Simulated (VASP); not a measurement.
Here is a VASP 6.6.1 calculation.

INCAR

```
SYSTEM = Ta
ALGO     = Fast           ! electronic algorithm
EDIFF    = 1E-6           ! SCF threshold, eV
ENCUT    = 520            ! plane-wave cutoff, eV
GGA      = PS             ! functional
ISIF     = 2              ! what is computed and relaxed
ISMEAR   = 0              ! smearing method
LASPH    = .True.         ! aspherical terms in the spheres
LCHARG   = .False.        ! write CHGCAR
LREAL    = .False.        ! projectors in reciprocal space
LWAVE    = .False.        ! write WAVECAR
NBANDS   = 12             ! bands
NELM     = 60             ! most SCF steps
PREC     = Accurate       ! precision mode
SIGMA    = 0.15           ! smearing width, eV
```

The input KPOINTS:

```
k-points
0
Gamma
  22 22 22
  0 0 0
```

POSCAR

```
Ta
1.0
   -1.4711972949      1.4711972949      2.0802729750
    1.4711972949     -1.4711972949      2.0802729750
    1.4711972949      1.4711972949     -2.0802729750
Ta
1
Direct
    0.0000000000      0.0000000000      0.0000000000
```

Potentials or basis: VASP PAW PBE potentials, release 64 (Ta_pv).

Run with:

```console
$ cat potpaw_PBE.64/Ta_pv/POTCAR > POTCAR
$ mpirun -np 1 vasp_std > vasp.out
```

Task: Estimate the pressure.

Result: 2.4 GPa.

Caveat: the PAW data sets were made with another functional, which shifts forces and pressure a little.
